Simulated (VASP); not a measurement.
A run of VASP 6.6.1:

Contents of INCAR:

```
SYSTEM = Al32Cu
  PREC = Accurate
  ENCUT = 520
  EDIFF = 1E-6
  ISMEAR = -1
  SIGMA = 0.1
  LREAL = Auto
  LASPH = .True.
  NELM = 100
  ALGO = Normal
  ISIF = 2
  LWAVE = .False.
  LCHARG = .False.
  GGA = PE
  NBANDS = 76
```

The input KPOINTS:

```
Automatic mesh
0
Gamma
  2 2 2
  0 0 0
```

Contents of POSCAR:

```
Al32Cu
1.0
    8.1000000000      0.0000000000      0.0000000000
    0.0000000000      8.1000000000      0.0000000000
    0.0000000000      0.0000000000      8.1000000000
Al Cu
32 1
Direct
    0.4865105528      0.0040379079      0.0037119245
    0.7464567117      0.2145820164      0.0034668362
    0.7461987191      0.0040403513      0.2634390387
    0.0062468786      0.0041538893      0.0037251338
    0.2458427730      0.2437280836      0.0037249473
    0.4549549782      0.5030907777      0.0030826339
    0.7468908931      0.7950153634      0.0030993684
    0.2465677828      0.0034182164      0.2569976404
    0.4929028184      0.2504390706      0.2570230063
    0.7468396691      0.5031568583      0.2949384690
    0.4929348148      0.0034208326      0.5033893598
    0.7462386523      0.2437370476      0.5040907436
    0.7462176353      0.0041341741      0.7436895850
    0.0353852396      0.5035107286      0.0034650977
    0.2459203872      0.7634713626      0.0037175333
   -0.0000842787      0.2500627665      0.2574579451
    0.2459270232      0.5037731599      0.2634403362
    0.4935914489      0.7563915941      0.2563545445
   -0.0003244103      0.0035798103      0.5035180094
    0.2463893735      0.2503048014      0.5035140450
    0.4865062520      0.5037638943      0.5039776165
    0.7462009432      0.7634746695      0.5039834693
    0.2464106255      0.0035565512      0.7502600993
    0.4924678467      0.2500336482      0.7499908771
    0.7464631683      0.5035080866      0.7145140213
   -0.0004525621      0.7570808985      0.2570308934
    0.0062415867      0.5037497320      0.5041015248
    0.2465704844      0.7570411981      0.5033854500
    0.0000264102      0.2499452239      0.7498922151
    0.2458491013      0.5037683183      0.7436859912
    0.4929244493      0.7570515672      0.7504242687
   -0.0000636054      0.7575079662      0.7499990437
    0.7448567374      0.5051051334      0.0050119315
```

Potentials or basis: VASP PAW PBE potentials, release 64 (Al, Cu).

The run is started by

```sh
$ cat potpaw_PBE.64/Al/POTCAR potpaw_PBE.64/Cu/POTCAR > POTCAR
$ mpirun -np 1 vasp_std > vasp.out
```

Hardware: 1 thread of Intel Xeon 6975P-C, on a shared host.

Question: Estimate the wall time of this run.

Answer: It took 9 min on 1 thread of Intel Xeon 6975P-C, on a shared host, peak memory 0.58 GiB. Counts: scf iterations 16, k points 8.
